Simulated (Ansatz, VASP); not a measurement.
**GaP in VASP and in Ansatz**

Contents of INCAR:

```
  PREC = Accurate
  ENCUT = 500
  EDIFF = 1E-6
  ISMEAR = 0
  SIGMA = 0.01
  LREAL = False
  LASPH = True
  NELM = 120
  ALGO = Normal
  ISIF = 2
  LWAVE = False
  LCHARG = False
  GGA = PS
  NBANDS = 16
  GGA_COMPAT = False
```

KPOINTS

```
Automatic mesh
0
Gamma
  10 10 10
```

POSCAR

```
GaP
1.0
    0.0000000000      2.6881711610      2.6881711610
    2.6881711610      0.0000000000      2.6881711610
    2.6881711610      2.6881711610      0.0000000000
Ga P
1 1
Direct
    0.0000000000      0.0000000000      0.0000000000
    0.2500000000      0.2500000000      0.2500000000
```

Input for Ansatz:

```yaml
crystal:
  lattice:
    - [0.0, 2.688171161, 2.688171161]
    - [2.688171161, 0.0, 2.688171161]
    - [2.688171161, 2.688171161, 0.0]
  atoms:
    - { symbol: Ga, position: [0.0, 0.0, 0.0] }
    - { symbol: P, position: [0.25, 0.25, 0.25] }
scf:
  occupations: { method: fixed }
output:
  forces: true
  stress: true
  eigenvalues: true
hamiltonian:
  xc: pbesol
basis:
  ecutwfc: 500
kpoints:
  mp_grid: { grid: [10, 10, 10] }
```

Alike in both runs: task single point; functional PBEsol; k mesh 10 × 10 × 10; no spin polarisation.

|  | VASP | Ansatz |
| --- | --- | --- |
| version | VASP 6.6.1 | Ansatz 0.2.0 |
| potentials or method | VASP PAW PBE potentials, release 64 (Ga_d, P), cutoff 500 eV | scalar-relativistic, plane waves, PAW |
| occupations | gaussian, width 0.01 eV | fixed |
| valence electrons in the cell | 18 | 18 |

```tsv
	VASP	Ansatz	Ansatz less VASP
gap on the k mesh at the Fermi level (eV)	1.41	1.41	-0.001
least direct gap on the mesh (eV)	2.09	2.08	-0.008
pressure (GPa)	3.0	3.2	+0.11
```

VASP's potentials were made for PBE, not for PBEsol.
